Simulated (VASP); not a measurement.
NaLi3S, 5 atoms in the cell. Symmetry: Pm-3m, No. 221, cubic system. The conventional cell has a = 4.859 Å, b = 4.859 Å, c = 4.859 Å, α = 90.00°, β = 90.00°, γ = 90.00°. Na (site symmetry m-3m) has 6 Li at 2.43 Å within 3.2 Å. Li (site symmetry 4/mmm) has 2 Na at 2.43 Å within 3.2 Å. S (site symmetry m-3m) has 12 Li at 3.44 Å and 8 Na at 4.21 Å within 4.5 Å. The cell was built from a structure type or drawn by symmetry, and may not be a known phase.

- Program: VASP 6.6.1
- Task: single point
- Functional: PBE
- Potentials or basis: VASP PAW PBE potentials, release 64 (Na_pv, Li_sv, S)
- Cutoff: 520 eV
- k mesh: 8 × 8 × 8
- Occupations: gaussian, width 0.02 eV
- Spin: no spin polarisation
- Dipole correction: no
- Further INCAR settings: ALGO = Fast; EDIFF = 1e-07; NBANDS = 19

Potentials or basis: VASP PAW PBE potentials, release 64 (Na_pv, Li_sv, S).

Command:

```bash
$ cat potpaw_PBE.64/Na_pv/POTCAR potpaw_PBE.64/Li_sv/POTCAR potpaw_PBE.64/S/POTCAR > POTCAR
$ mpirun -np 1 vasp_std > vasp.out
```

Hardware: 1 thread of Intel(R) Xeon(R) 6975P-C (Granite Rapids) (shared host).

Question: How long does it take, and how much memory?

Answer: Wall time 96 s on 1 thread of Intel(R) Xeon(R) 6975P-C (Granite Rapids) (shared host), peak memory 0.24 GiB. Counts: scf iterations 43, k points 35.
